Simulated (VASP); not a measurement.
Here is a VASP 6.6.1 calculation.

The input INCAR:

```
ALGO = Normal
EDIFF = 1E-6
ENCUT = 600
GGA = PE
GGA_COMPAT = F
ISIF = 2
ISMEAR = 0
ISPIN = 2
LASPH = T
LCHARG = F
LMAXMIX = 6
LORBIT = 11
LREAL = F
LWAVE = F
MAGMOM = 0 1 0 0 0 0
NBANDS = 36
NELM = 200
PREC = Accurate
SIGMA = 0.1
```

Contents of KPOINTS:

```
k-points
0
Gamma
  4 4 4
```

The input POSCAR:

```
NdAgO4
1.0
    0.0000000000      3.3686058300      3.3686058300
    3.3686058300      0.0000000000      3.3686058300
    3.3686058300      3.3686058300      0.0000000000
Nd Ag O
1 1 4
Direct
    0.7500000000      0.7500000000      0.7500000000
    0.0000000000      0.0000000000      0.0000000000
    0.3748045600      0.3748045600      0.8755863300
    0.8755863300      0.3748045600      0.3748045600
    0.3748045600      0.3748045600      0.3748045600
    0.3748045600      0.8755863300      0.3748045600
```

Potentials or basis: VASP PAW PBE potentials, release 64 (Nd_3, Ag, O), 4f in core.

Launch:

```sh
$ cat potpaw_PBE.64/Nd_3/POTCAR potpaw_PBE.64/Ag/POTCAR potpaw_PBE.64/O/POTCAR > POTCAR
$ mpirun -np 1 vasp_std > vasp.out
```

Q: What does it give for the pressure?

A: -7.5 GPa.

Q: What does it give for the band gap on the k mesh?

A: Zero (filled and empty bands overlap).

Q: Estimate the largest force.

A: 0.275 eV/Å.

Q: Predict the net moment.

A: 0.00 μB per cell.

Forces in eV/Å, atoms in the order of the input:
```
Nd   0.000  0.000  0.000
Ag   0.000  0.000  0.000
O   -0.159 -0.159  0.159
O    0.159 -0.159 -0.159
O    0.159  0.159  0.159
O   -0.159  0.159 -0.159
```

Caveat: the k points lie up to 0.40 Å⁻¹ apart; the magnetic or orbital state may not be the lowest; spin-orbit coupling is left out, which moves the levels of the heavy elements; the 4f electrons are frozen in the core, so they carry no moment and show no levels. With open d or f shells a metallic result of PBE can be an artefact of self-interaction; +U or a hybrid may open a gap.
